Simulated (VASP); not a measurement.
Write the native input for VASP 6.6.1 that does the following.

```yaml
Task: single point
Functional: PBE
Potentials_or_basis: VASP PAW PBE potentials, release 64 (Zr_sv, Mo_sv)
Cutoff: 520 eV
k_mesh: 4 × 4 × 4
Occupations: gaussian, width 0.1 eV
Spin: no spin polarisation
Dipole_correction: no
Further_INCAR_settings: ALGO = Normal; EDIFF = 1e-07; NBANDS = 47
```

The structure of Zr2Mo lies in POSCAR:

```
Zr2Mo
1.0
    0.0000000000      3.9491517299      3.9491517299
    3.9491517299      0.0000000000      3.9491517299
    3.9491517299      3.9491517299      0.0000000000
Zr Mo
4 2
Direct
    0.6250000000      0.6250000000      0.6250000000
    0.1250000000      0.6250000000      0.6250000000
    0.6250000000      0.6250000000      0.1250000000
    0.6250000000      0.1250000000      0.6250000000
    0.0000000000      0.0000000000      0.0000000000
    0.2500000000      0.2500000000      0.2500000000
```

One way to write it, as run:

INCAR

```
SYSTEM = Zr2Mo
PREC = Accurate
ENCUT = 520
EDIFF = 1E-7
ISMEAR = 0
SIGMA = 0.1
LREAL = .FALSE.
LASPH = .TRUE.
NELM = 100
ALGO = Normal
ISIF = 2
LWAVE = .FALSE.
LCHARG = .FALSE.
GGA = PE
NBANDS = 47
```

KPOINTS

```
Automatic mesh
0
G
  4 4 4
  0 0 0
```

Potentials or basis: VASP PAW PBE potentials, release 64 (Zr_sv, Mo_sv).

Launch:

```console
$ cat potpaw_PBE.64/Zr_sv/POTCAR potpaw_PBE.64/Mo_sv/POTCAR > POTCAR
$ mpirun -np 1 vasp_std > vasp.out
```

It gave:

```yaml
Pressure: 0.2 GPa
Band_gap_on_the_k_mesh: zero (bands 38 and 39 overlap by 0.34 eV)
```

It took 48 s on 1 thread of Intel(R) Xeon(R) 6975P-C (Granite Rapids) (shared host), peak memory 0.26 GiB.
